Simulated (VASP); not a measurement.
A run of VASP 6.6.1 is set up as follows.

Contents of POSCAR:

```
C
1.0
    0.0000000000      1.7833700000      1.7833700000
    1.7833700000      0.0000000000      1.7833700000
    1.7833700000      1.7833700000      0.0000000000
C
2
Direct
    0.7500000000      0.7500000000      0.7500000000
    0.5000000000      0.5000000000      0.5000000000
```

INCAR.step1

```
PREC     = Accurate       # precision mode
ENCUT    = 520            # plane-wave cutoff, eV
EDIFF    = 1E-5           # SCF threshold, eV
ISMEAR   = -1             # smearing method
SIGMA    = 0.05           # smearing width, eV
LREAL    = False          # projectors in reciprocal space
LASPH    = True           # aspherical terms in the spheres
NELM     = 100            # most SCF steps
ALGO     = Normal         # electronic algorithm
ISIF     = 2              # what is computed and relaxed
LWAVE    = True           # write WAVECAR
NBANDS   = 11             # bands
GGA      = PE             # functional
```

INCAR.step2

```
PREC     = Accurate       # precision mode
ENCUT    = 520            # plane-wave cutoff, eV
EDIFF    = 1E-7           # SCF threshold, eV
ISMEAR   = -1             # smearing method
SIGMA    = 0.05           # smearing width, eV
LREAL    = False          # projectors in reciprocal space
LASPH    = True           # aspherical terms in the spheres
NELM     = 100            # most SCF steps
ALGO     = Normal         # electronic algorithm
ISIF     = 2              # what is computed and relaxed
LWAVE    = False          # write WAVECAR
LCHARG   = True           # write CHGCAR
GGA      = PE             # functional
LHFCALC  = True           # exact exchange
AEXX     = 0.25           # exact-exchange fraction
PRECFOCK = Normal       
LELF     = True           # ELF
LVHAR    = True         
NBANDS   = 11             # bands
ISTART   = 1
```

Contents of KPOINTS:

```
regular mesh
0
Gamma
  10 10 10
```

Potentials or basis: VASP PAW PBE potentials, release 64 (C).

Run with:

```sh
$ cat potpaw_PBE.64/C/POTCAR > POTCAR
$ cp INCAR.step1 INCAR
$ mpirun -np 1 vasp_std > vasp.out
$ cp INCAR.step2 INCAR
$ mpirun -np 1 vasp_std > vasp.out
```

Predict the pressure.

-7.5 GPa.

Estimate the band gap on the k mesh.

6.07 eV (least direct gap 7.70 eV).

Caveat: the cell stands under tension; the PAW data sets were made with another functional, which shifts forces and pressure a little. A k mesh can miss the band edges.
